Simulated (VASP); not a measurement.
# GaP (R-3m) in VASP: further runs

The runs below take GaP through single point, with PBE.

All numbers are computed with VASP 6.6.1; they aren't measurements. Logs are shortened: lines on timing, memory, paths and dates and some standing lists are left out, and cuts for length are marked.

## 1. The cell of the first run

The structure is trigonal, space group R-3m (No. 166). Conventional cell: a = 3.843 Å, b = 3.843 Å, c = 17.623 Å, α = 90.00°, β = 90.00°, γ = 120.00°. Within 3.0 Å of Ga (site symmetry 3m) lie 1 Ga at 2.27 Å and 3 P at 2.35 Å. Within 2.7 Å of P (site symmetry 3m) lie 1 P at 2.03 Å and 3 Ga at 2.35 Å.

## 2. Single point, PBE (18.78 Å³/atom)

File INCAR:

```
  ALGO = Normal
  EDIFF = 1E-6
  ENCUT = 520
  GGA = PE
  ISIF = 2
  ISMEAR = 0
  LASPH = T
  LCHARG = T
  LELF = T
  LREAL = F
  LVHAR = T
  LWAVE = F
  NBANDS = 26
  NELM = 60
  PREC = Accurate
  SIGMA = 0.05
```

File KPOINTS:

```
k-points
0
Gamma
  9 9 9
```

File POSCAR:

```
GaP
1.0
    1.9215323001      1.1093971907      5.8743804457
   -1.9215323001      1.1093971907      5.8743804457
    0.0000000000     -2.2187943815      5.8743804457
Ga P
2 2
Direct
    0.4355841032      0.4355841032      0.4355841032
    0.5644158968      0.5644158968      0.5644158968
    0.0575077006      0.0575077006      0.0575077006
    0.9424922994      0.9424922994      0.9424922994
```

Potentials or basis: VASP PAW PBE potentials, release 64 (Ga_d, P).

Started as:

```sh
$ cat potpaw_PBE.64/Ga_d/POTCAR potpaw_PBE.64/P/POTCAR > POTCAR
$ mpirun -np 1 vasp_std > vasp.out
```

OUTCAR:

```text
EDIFF = 1E-6
   ENCUT = 520
   GGA = PE
   ISIF = 2
   ISMEAR = 0
   LASPH = T
   LREAL = F
   NELM = 60
   PREC = Accurate

 ion  position               nearest neighbor table
   1  0.436  0.436  0.436-   2 2.27   3 2.35   3 2.35   3 2.35
   2  0.564  0.564  0.564-   1 2.27   4 2.35   4 2.35   4 2.35
   3  0.058  0.058  0.058-   4 2.03   1 2.35   1 2.35   1 2.35
   4  0.942  0.942  0.942-   3 2.03   2 2.35   2 2.35   2 2.35

  LATTYP: Found a trigonal (rhomboedric) cell.
 ALAT       =     6.2794421829
 COS(alpha) =     0.8127235183

  Lattice vectors:

 A1 = (   1.9215323001,   1.1093971907,   5.8743804457)
 A2 = (  -1.9215323001,   1.1093971907,   5.8743804457)
 A3 = (   0.0000000000,  -2.2187943815,   5.8743804457)

Analysis of symmetry for initial positions (statically):
=====================================================================
 Subroutine PRICEL returns:
 Original cell was already a primitive cell.

 Routine SETGRP: Setting up the symmetry group for a
 trigonal (rhombohedral) supercell.

 Subroutine GETGRP returns: Found 12 space group operations
 (whereof 12 operations were pure point group operations)
 out of a pool of 12 trial point group operations.

The static configuration has the point symmetry D_3d.

Analysis of symmetry for dynamics (positions and initial velocities):
=====================================================================
 Subroutine PRICEL returns:
 Original cell was already a primitive cell.

 Routine SETGRP: Setting up the symmetry group for a
 trigonal (rhombohedral) supercell.

 Subroutine GETGRP returns: Found 12 space group operations
 (whereof 12 operations were pure point group operations)
 out of a pool of 12 trial point group operations.

The dynamic configuration has the point symmetry D_3d.

 Subroutine INISYM returns: Found 12 space group operations
 (whereof 12 operations are pure point group operations),
 and found     1 'primitive' translations

----------------------------------------------------------------------------------------

                                     Primitive cell

  volume of cell :      75.1360

  direct lattice vectors                    reciprocal lattice vectors
     1.921532300  1.109397191  5.874380446     0.260209001  0.150231737  0.056743573
[... 81 lines left out ...]
   PREC   = accura    normal or accurate (medium, high low for compatibility)
   ISTART =      0    job   : 0-new  1-cont  2-samecut
   ICHARG =      2    charge: 1-file 2-atom 10-const
   ISPIN  =      1    spin polarized calculation?
   LNONCOLLINEAR =      F non collinear calculations
   LSORBIT =      F    spin-orbit coupling
   LASPH  =      T    aspherical Exc in radial PAW
   ENCUT  =  520.0 eV  38.22 Ry    6.18 a.u.  11.68 11.68 11.68*2*pi/ulx,y,z
   NELM   =     60;   NELMIN=  2; NELMDL= -5     # of ELM steps
   EDIFF  = 0.1E-05   stopping-criterion for ELM
   LREAL  =      F    real-space projection
   EDIFFG = 0.1E-04   stopping-criterion for IOM
   NSW    =      0    number of steps for IOM
   IBRION =     -1    ionic relax: 0-MD 1-quasi-New 2-CG
   NFREE  =      0    steps in history (QN), initial steepest desc. (CG)
   ISIF   =      2    stress and relaxation
   ISYM   =      2    0-nonsym 1-usesym 2-fastsym
   POTIM  = 0.5000    time-step for ionic-motion
   TEBEG  =    0.0;   TEEND  =   0.0 temperature during run
   PSTRESS=    0.0 pullay stress
   NELECT =      36.0000    total number of electrons
   NUPDOWN=      -1.0000    fix difference up-down
   EMIN   =  10.00;   EMAX   =-10.00  energy-range for DOS
   EFERMI =   0.00;   METHOD = LEGACY
   ISMEAR =     0;   SIGMA  =   0.05  broadening in eV -4-tet -1-fermi 0-gaus
   EFERMI_NEDOS =   21; number of points for ismear=-14 and -15
   IALGO  =     38    algorithm
   IMIX   =      4    mixing-type and parameters
     AMIX     =   0.40;   BMIX     =  1.00
     AMIX_MAG =   1.60;   BMIX_MAG =  1.00
  volume/ion in A,a.u.               =      18.78       126.76
  Fermi-wavevector in a.u.,A,eV,Ry     =   1.281031  2.420798 22.327711  1.641040
  Thomas-Fermi vector in A             =   2.413424
   LORBIT       =      0    0 simple, 1 ext, 2 COOP (PROOUT), +10 PAW based schemes
   GGA     = PE    functional components
   LHFCALC =     F    Hartree Fock is set to
   AEXX    =    0.0000 exact exchange contribution
   IVDW    =     0    specifies the selected vdW correction
   LEPSILON=     F    determine dielectric tensor
   LRPA    =     F    only Hartree local field effects (RPA)
 non-spin polarized calculation
 Gauss-broadening in eV      SIGMA  =   0.05
  energy-cutoff  :      520.00
  volume of cell :       75.14
 maximum number of plane-waves:      2038
   NGX = 23   NGY = 23   NGZ = 23

 number of electron      36.0000008 magnetization

 Free energy of the ion-electron system (eV)
  ---------------------------------------------------
  ext. energy  EPLUGINS =         0.00000000
  ---------------------------------------------------
  free energy    TOTEN  =       -17.15980453 eV

  energy without entropy =      -17.15980453  energy(sigma->0) =      -17.15980453

 E-fermi :   6.0029     XC(G=0): -10.1696

 val. band max:        5.7730240001   @ k =   0.0000   0.0000   0.0000
 cond. band min:       6.4505586589   @ k =   0.0000   0.0000   0.0000
 fundamental gap:      0.6775346588
 Fermi energy:         6.0029345861

 k-point     1 :       0.0000    0.0000    0.0000
  band No.  band energies     occupation
      1      -9.3123      2.00000
      2      -9.0689      2.00000
      3      -9.0689      2.00000
      4      -9.0007      2.00000
      5      -9.0007      2.00000
      6      -8.9349      2.00000
[... 685 lines left out ...]
     25      14.5499      0.00000
     26      15.5354      0.00000

 [... further k-points ...]
[... 5 lines left out ...]
  --------------------------------------------------------------------------------------
  -------------------------------------------------------------------------------------
  Total        1.8912512      1.8912512     13.4321671      0.0000000     -0.0000000      0.0000000
  in kB       40.3284675     40.3284675    286.4234681      0.0000000     -0.0000000      0.0000000
  external PRESSURE =     122.3601344 kB  Pullay stress =       0.0000000 kB

 VOLUME and BASIS-vectors are now :
 -----------------------------------------------------------------------------
  energy-cutoff  :      520.00
  volume of cell :       75.14
      direct lattice vectors                 reciprocal lattice vectors
     1.921532300  1.109397191  5.874380446     0.260209001  0.150231737  0.056743573
    -1.921532300  1.109397191  5.874380446    -0.260209001  0.150231737  0.056743573
     0.000000000 -2.218794381  5.874380446     0.000000000 -0.300463473  0.056743573

 POSITION                                       TOTAL-FORCE (eV/Angst)
 -----------------------------------------------------------------------------------
      0.00000     -0.00000      7.67636         0.000000      0.000000     -0.889541
      0.00000     -0.00000      9.94678         0.000000     -0.000000      0.889541
      0.00000     -0.00000      1.01347         0.000000     -0.000000      2.228216
      0.00000     -0.00000     16.60968         0.000000      0.000000     -2.228216
 -----------------------------------------------------------------------------------
    total drift:                               -0.000000      0.000000      0.000000

  FREE ENERGIE OF THE ION-ELECTRON SYSTEM (eV)
  ---------------------------------------------------
  free  energy   TOTEN  =       -17.1598045343 eV

  energy  without entropy=      -17.1598045343  energy(sigma->0) =      -17.15980453
```

OSZICAR:

```text
N       E                     dE             d eps       ncg     rms          rms(c)
DAV:   1     0.234088329979E+03    0.23409E+03   -0.17123E+04  4544   0.209E+03
DAV:   2     0.929256536528E+01   -0.22480E+03   -0.21568E+03  4840   0.440E+02
DAV:   3    -0.167479779291E+02   -0.26041E+02   -0.25557E+02  5494   0.120E+02
DAV:   4    -0.175576866377E+02   -0.80971E+00   -0.80736E+00  5190   0.216E+01
DAV:   5    -0.175800872735E+02   -0.22401E-01   -0.22378E-01  6022   0.334E+00    0.791E+00
DAV:   6    -0.172305182409E+02    0.34957E+00   -0.46196E-01  6190   0.110E+01    0.485E+00
DAV:   7    -0.171579729959E+02    0.72545E-01   -0.38114E-01  4888   0.347E+00    0.113E+00
DAV:   8    -0.171590208758E+02   -0.10479E-02   -0.40592E-02  5324   0.217E+00    0.409E-01
DAV:   9    -0.171597362781E+02   -0.71540E-03   -0.65011E-03  5500   0.800E-01    0.198E-01
DAV:  10    -0.171596727085E+02    0.63570E-04   -0.59355E-04  5454   0.193E-01    0.583E-02
DAV:  11    -0.171597940929E+02   -0.12138E-03   -0.15052E-04  5270   0.699E-02    0.130E-02
DAV:  12    -0.171598039979E+02   -0.99050E-05   -0.13512E-05  5408   0.215E-02    0.113E-02
DAV:  13    -0.171598045343E+02   -0.53647E-06   -0.13129E-06  3722   0.715E-03
   1 F= -.17159805E+02 E0= -.17159805E+02  d E =-.508373E-13
```

stdout:

```text
POSCAR found type information on POSCAR GaP
 POSCAR found :  2 types and       4 ions
 scaLAPACK will be used
 LDA part: xc-table for (Slater+PW92), standard interpolation
 POSCAR, INCAR and KPOINTS ok, starting setup
 FFT: planning ... GRIDC
 FFT: planning ... GRID_SOFT
 FFT: planning ... GRID
 WAVECAR not read
 entering main loop
```

It took 3.9 min on 1 thread of AMD EPYC 9R45 (Zen 5), shared host; peak memory 0.36 GiB.

What came out:

```
Free energy            : -17.1598 eV
Pressure               : 12.2 GPa
Largest force          : 2.228 eV/Å
Band gap on the k mesh : 0.68 eV
```

Forces on the atoms (eV/Å):
```
Ga   0.000  0.000 -0.890
Ga   0.000  0.000  0.890
P    0.000  0.000  2.228
P    0.000  0.000 -2.228
```

Stress tensor (GPa, compression positive):
```
 4.03  0.00  0.00
 0.00  4.03  0.00
 0.00  0.00 28.64
```

Caveat: the stress differs along the axes, from 4 to 29 GPa; semilocal functionals underestimate gaps, and a narrow one can read as zero; forces of over 1 eV/Å act on the atoms, so gaps and moduli don't describe the material at rest. A k mesh can miss the band edges.

## 3. Single point, PBE (19.91 Å³/atom)

This run uses another cell than the first one, of 19.91 Å³/atom.

File INCAR:

```
  PREC = Accurate
  ENCUT = 520
  EDIFF = 1E-6
  ISMEAR = 0
  SIGMA = 0.05
  LREAL = False
  LASPH = True
  NELM = 100
  ALGO = Normal
  ISIF = 2
  LWAVE = False
  LCHARG = False
  GGA = PE
  NBANDS = 26
```

File KPOINTS:

```
regular mesh
0
Gamma
  9 9 9
```

File POSCAR:

```
GaP
1.0
    1.9329775155      1.1160050889      6.1517653756
   -1.9329775155      1.1160050889      6.1517653756
    0.0000000000     -2.2320101778      6.1517653756
Ga P
2 2
Direct
    0.4355841032      0.4355841032      0.4355841032
    0.5644158968      0.5644158968      0.5644158968
    0.0575077006      0.0575077006      0.0575077006
    0.9424922994      0.9424922994      0.9424922994
```

Potentials or basis: VASP PAW PBE potentials, release 64 (Ga_d, P).

Started as:

```sh
$ cat potpaw_PBE.64/Ga_d/POTCAR potpaw_PBE.64/P/POTCAR > POTCAR
$ mpirun -np 1 vasp_std > vasp.out
```

Run time: 5.5 min. Hardware: 1 thread of AMD EPYC 9R45 (Zen 5), shared host; peak memory 0.39 GiB.

The run converged. Its results:

* Free energy: -17.6116 eV
* Pressure: 5.0 GPa
* Largest force: 0.800 eV/Å
* Band gap on the k mesh: 0.91 eV

Forces in eV/Å, atoms in the order of the input:
```
Ga   0.000  0.000 -0.295
Ga   0.000  0.000  0.295
P    0.000  0.000  0.800
P    0.000  0.000 -0.800
```

Stress tensor (GPa, compression positive):
```
 1.67  0.00  0.00
 0.00  1.67  0.00
 0.00  0.00 11.56
```

Levels at points of the mesh, in eV from the valence-band top:
```csv
k point,band 14,band 15,band 16,band 17,band 18,band 19,band 20,band 21,band 22,band 23
"(0.00, 0.00, 0.00)",-2.11,-2.11,-0.16,0.00,0.00,0.91,2.12,3.08,3.49,3.49
```

Caveat: the stress differs along the axes, from 2 to 12 GPa.

## 4. Single point, PBE (19.91 Å³/atom)

This run uses another cell than the first one, of 19.91 Å³/atom.

File INCAR:

```
PREC = Accurate
ENCUT = 520
EDIFF = 1E-6
ISMEAR = 0
SIGMA = 0.05
LREAL = F
LASPH = T
NELM = 100
ALGO = Normal
ISIF = 2
LWAVE = F
LCHARG = T
GGA = PE
LELF = T
LVHAR = T
NBANDS = 26
```

KPOINTS is that of step 3.

File POSCAR:

```
GaP
1.0
    1.8321074197      1.0577677119      6.8478068324
   -1.8321074197      1.0577677119      6.8478068324
    0.0000000000     -2.1155354239      6.8478068324
Ga P
2 2
Direct
    0.4355841032      0.4355841032      0.4355841032
    0.5644158968      0.5644158968      0.5644158968
    0.0575077006      0.0575077006      0.0575077006
    0.9424922994      0.9424922994      0.9424922994
```

Potentials or basis: VASP PAW PBE potentials, release 64 (Ga_d, P).

Started as:

```sh
$ cat potpaw_PBE.64/Ga_d/POTCAR potpaw_PBE.64/P/POTCAR > POTCAR
$ mpirun -np 1 vasp_std > vasp.out
```

OUTCAR:

```text
PREC = Accurate
   ENCUT = 520
   EDIFF = 1E-6
   ISMEAR = 0
   LREAL = F
   LASPH = T
   NELM = 100
   ISIF = 2
   GGA = PE

 ion  position               nearest neighbor table
   1  0.436  0.436  0.436-   3 2.31   3 2.31   3 2.31   2 2.65
   2  0.564  0.564  0.564-   4 2.31   4 2.31   4 2.31   1 2.65
   3  0.058  0.058  0.058-   1 2.31   1 2.31   1 2.31   4 2.36
   4  0.942  0.942  0.942-   2 2.31   2 2.31   2 2.31   3 2.36

  LATTYP: Found a trigonal (rhomboedric) cell.
 ALAT       =     7.1671436810
 COS(alpha) =     0.8693108176

  Lattice vectors:

 A1 = (   1.8321074197,   1.0577677119,   6.8478068324)
 A2 = (  -1.8321074197,   1.0577677119,   6.8478068324)
 A3 = (   0.0000000000,  -2.1155354239,   6.8478068324)

Analysis of symmetry for initial positions (statically):
=====================================================================
 Subroutine PRICEL returns:
 Original cell was already a primitive cell.

 Routine SETGRP: Setting up the symmetry group for a
[... 166 lines left out ...]
  ---------------------------------------------------
  ext. energy  EPLUGINS =         0.00000000
  ---------------------------------------------------
  free energy    TOTEN  =       -17.23272215 eV

  energy without entropy =      -17.23259953  energy(sigma->0) =      -17.23266084

 E-fermi :   5.3401     XC(G=0):  -9.9375

 val. band max:        5.3002914775   @ k =   0.0000   0.0000   0.0000
 cond. band min:       5.3425550938   @ k =   0.0000   0.0000   0.0000
 fundamental gap:      0.0422636164
 Fermi energy:         5.3400856096

 k-point     1 :       0.0000    0.0000    0.0000
  band No.  band energies     occupation
      1      -9.6720      2.00000
      2      -9.6042      2.00000
      3      -9.6042      2.00000
      4      -9.5997      2.00000
      5      -9.5997      2.00000
      6      -9.5093      2.00000
[... 685 lines left out ...]
     25      13.2771      0.00000
     26      14.6543      0.00000

 [... further k-points ...]
[... 5 lines left out ...]
  --------------------------------------------------------------------------------------
  -------------------------------------------------------------------------------------
  Total        6.1702723      6.1702723     -4.6513005      0.0000000      0.0000000      0.0000000
  in kB      124.1569185    124.1569185    -93.5924876      0.0000000      0.0000000      0.0000000
  external PRESSURE =      51.5737831 kB  Pullay stress =       0.0000000 kB

 VOLUME and BASIS-vectors are now :
 -----------------------------------------------------------------------------
  energy-cutoff  :      520.00
  volume of cell :       79.62
      direct lattice vectors                 reciprocal lattice vectors
     1.832107420  1.057767712  6.847806832     0.272909762  0.157564525  0.048677386
    -1.832107420  1.057767712  6.847806832    -0.272909762  0.157564525  0.048677386
     0.000000000 -2.115535424  6.847806832     0.000000000 -0.315129049  0.048677386

 POSITION                                       TOTAL-FORCE (eV/Angst)
 -----------------------------------------------------------------------------------
      0.00000     -0.00000      8.94839         0.000000     -0.000000      0.677866
      0.00000     -0.00000     11.59503         0.000000      0.000000     -0.677866
      0.00000     -0.00000      1.18140         0.000000      0.000000     -1.047225
      0.00000     -0.00000     19.36202         0.000000     -0.000000      1.047225
 -----------------------------------------------------------------------------------
    total drift:                                0.000000      0.000000      0.000000

  FREE ENERGIE OF THE ION-ELECTRON SYSTEM (eV)
  ---------------------------------------------------
  free  energy   TOTEN  =       -17.2327221492 eV

  energy  without entropy=      -17.2325995322  energy(sigma->0) =      -17.23266084
```

OSZICAR:

```text
N       E                     dE             d eps       ncg     rms          rms(c)
DAV:   1     0.236837754000E+03    0.23684E+03   -0.17075E+04  4500   0.204E+03
DAV:   2     0.100857180651E+02   -0.22675E+03   -0.21837E+03  4820   0.440E+02
DAV:   3    -0.167212729147E+02   -0.26807E+02   -0.26397E+02  5556   0.121E+02
DAV:   4    -0.175723395289E+02   -0.85107E+00   -0.84868E+00  5188   0.222E+01
DAV:   5    -0.175957901825E+02   -0.23451E-01   -0.23432E-01  5968   0.341E+00    0.648E+00
DAV:   6    -0.172920404863E+02    0.30375E+00   -0.42385E-01  6264   0.972E+00    0.389E+00
DAV:   7    -0.172314841802E+02    0.60556E-01   -0.35461E-01  5546   0.349E+00    0.944E-01
DAV:   8    -0.172322670391E+02   -0.78286E-03   -0.53691E-02  5402   0.249E+00    0.396E-01
DAV:   9    -0.172325201886E+02   -0.25315E-03   -0.43841E-03  5664   0.629E-01    0.173E-01
DAV:  10    -0.172326049028E+02   -0.84714E-04   -0.75786E-04  6052   0.161E-01    0.805E-02
DAV:  11    -0.172327159002E+02   -0.11100E-03   -0.16565E-04  4932   0.102E-01    0.192E-02
DAV:  12    -0.172327209389E+02   -0.50387E-05   -0.11951E-05  5684   0.227E-02    0.147E-02
DAV:  13    -0.172327221061E+02   -0.11672E-05   -0.21823E-06  4242   0.139E-02    0.132E-03
DAV:  14    -0.172327221492E+02   -0.43156E-07   -0.34542E-07  3002   0.375E-03
   1 F= -.17232722E+02 E0= -.17232661E+02  d E =-.122617E-03
```

It took 7.3 min on 1 thread of AMD EPYC 9R45 (Zen 5), shared host; peak memory 0.44 GiB.

Results:

| Item | Value |
| --- | --- |
| Free energy | -17.2327 eV |
| Pressure | 5.2 GPa |
| Largest force | 1.047 eV/Å |
| Band gap on the k mesh | 0.04 eV |

Forces on the atoms (eV/Å):
```
Ga   0.000  0.000  0.678
Ga   0.000  0.000 -0.678
P    0.000  0.000 -1.047
P    0.000  0.000  1.047
```

Levels at points of the mesh, in eV from the valence-band top:
```tsv
k point	band 14	band 15	band 16	band 17	band 18	band 19	band 20	band 21	band 22	band 23
(0.00, 0.00, 0.00)	-1.31	-1.31	-0.76	0.00	0.00	0.04	2.22	3.31	4.17	4.17
```

Caveat: the stress differs along the axes, from -9 to 12 GPa; semilocal functionals underestimate gaps, and a narrow one can read as zero; forces of over 1 eV/Å act on the atoms, so gaps and moduli don't describe the material at rest. A k mesh can miss the band edges.

(Part 1 of 2 ends here.)
